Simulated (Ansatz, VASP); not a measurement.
# One calculation of AlNi, two programs

File INCAR:

```
PREC = Accurate
ENCUT = 600
EDIFF = 1E-6
ISMEAR = 0
SIGMA = 0.15
LREAL = False
LASPH = True
NELM = 120
ALGO = Normal
ISIF = 2
LWAVE = False
LCHARG = False
GGA = PS
NBANDS = 21
GGA_COMPAT = False
```

Contents of KPOINTS:

```
Automatic mesh
0
Gamma
  18 18 18
```

File POSCAR:

```
AlNi
1.0
   -2.8621655520      0.0000000000     -2.8621655520
    0.0000000000     -2.8621655520     -2.8621655520
   -2.8621655520     -2.8621655520      0.0000000000
Al Ni
2 2
Direct
    0.5000000000      0.5000000000      0.4814710199
    0.0000000000      0.0000000000      0.0185289801
    0.2500000000      0.2500000000      0.2500000000
    0.7500000000      0.7500000000      0.7500000000
```

Input for Ansatz:

```yaml
crystal:
  lattice:
    - [-2.862165552, 0.0, -2.862165552]
    - [0.0, -2.862165552, -2.862165552]
    - [-2.862165552, -2.862165552, 0.0]
  atoms:
    - { symbol: Al, position: [0.5, 0.5, 0.4814710199] }
    - { symbol: Al, position: [0.0, 0.0, 0.0185289801] }
    - { symbol: Ni, position: [0.25, 0.25, 0.25] }
    - { symbol: Ni, position: [0.75, 0.75, 0.75] }
basis:
  ecutwfc: 420
kpoints:
  mp_grid: { grid: [18, 18, 18] }
hamiltonian:
  xc: pbesol
scf:
  occupations: { method: gaussian, width: 0.15 }
output:
  forces: true
  stress: true
  eigenvalues: true
```

Change from the starting cell: mode 10 (343.1 1/cm) frozen in, largest displacement +0.075 Å.

Alike in both runs: task single point; functional PBEsol; k mesh 18 × 18 × 18; occupations gaussian, width 0.15 eV; no spin polarisation.

|  | VASP | Ansatz |
| --- | --- | --- |
| version | VASP 6.6.1 | Ansatz 0.2.0 |
| potentials or method | VASP PAW PBE potentials, release 64 (Al, Ni), cutoff 600 eV | scalar-relativistic, plane waves, PAW |
| valence electrons in the cell | 26 | 42 |

VASP gave:

```
gap on the k mesh at the Fermi level (eV)                     : none
pressure (GPa)                                                : 0.8
traceless stress, the component that is largest in VASP (GPa) : 0.32
rms of the force components (eV/Å)                            : 0.363
```

Question: Estimate Ansatz's values.

Answer: gap on the k mesh at the Fermi level (eV): none; pressure (GPa): 0.6; traceless stress, the component that is largest in VASP (GPa): 0.32; rms of the force components (eV/Å): 0.361.

VASP's potentials were made for PBE, not for PBEsol. Atom by atom the forces differ by 0.002 eV/Å (rms over components). A gap of «none» marks a metal or a gap that the smearing closes. The functional is the same, so the differences come from potentials, cutoffs and numerics. VASP's potentials hold 26 valence electrons a cell and Ansatz's 42, so a difference there can come from the potentials and not from the codes.
